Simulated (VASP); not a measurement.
A run of VASP 6.6.1 is set up as follows.

Contents of POSCAR:

```
AlGaN2
1.0
    3.2640674822      0.0000000000      0.0000000000
    0.0000000000      3.2640674822      0.0000000000
    0.0000000000      0.0000000000      4.2179419724
Al Ga N
1 1 2
Direct
    0.5000000000      0.5000000000      0.5000000000
    0.0000000000      0.0000000000      0.0000000000
    0.5000000000      0.0000000000      0.7376778971
    0.0000000000      0.5000000000      0.2623221029
```

File INCAR.step1:

```
SYSTEM = AlGaN2
PREC = Accurate ; ENCUT = 520
ISMEAR = 0 ; SIGMA = 0.02
LREAL = .FALSE. ; LASPH = .TRUE.
NELM = 100 ; NBANDS = 21
GGA = PE ; ALGO = Normal
EDIFF = 1E-4 ; LWAVE = .TRUE.
LCHARG = .FALSE.
```

The input INCAR.step2:

```
SYSTEM = AlGaN2
PREC = Accurate ; ENCUT = 520
EDIFF = 1E-6 ; ISMEAR = 0
SIGMA = 0.02 ; LREAL = .FALSE.
LASPH = .TRUE. ; NELM = 100
ALGO = Normal ; ISIF = 2
LWAVE = .FALSE. ; LCHARG = .TRUE.
METAGGA = R2SCAN ; LMIXTAU = .TRUE.
LELF = .TRUE. ; LVHAR = .TRUE.
NBANDS = 21 ; ISTART = 1
```

Contents of KPOINTS:

```
regular mesh
0
G
  8 8 6
  0 0 0
```

Potentials or basis: VASP PAW PBE potentials, release 64 (Al, Ga_d, N).

Command:

```console
$ cat potpaw_PBE.64/Al/POTCAR potpaw_PBE.64/Ga_d/POTCAR potpaw_PBE.64/N/POTCAR > POTCAR
$ cp INCAR.step1 INCAR
$ mpirun -np 1 vasp_std > vasp.out
$ cp INCAR.step2 INCAR
$ mpirun -np 1 vasp_std > vasp.out
```

Question: What does it give for the largest force?

Answer: 0.077 eV/Å.

Question: Estimate the band gap on the k mesh.

Answer: 3.10 eV.

Question: What does it give for the pressure?

Answer: -6.3 GPa.

Forces on the atoms (eV/Å):
```
Al   0.000  0.000  0.000
Ga   0.000  0.000  0.000
N    0.000  0.000 -0.077
N    0.000  0.000  0.077
```

Caveat: the cell differs from its parent crystal (biaxial strain in the a-b plane: +4.0 %, then relaxed in part); the cell stands under tension; the PAW data sets were made with another functional, which shifts forces and pressure a little.
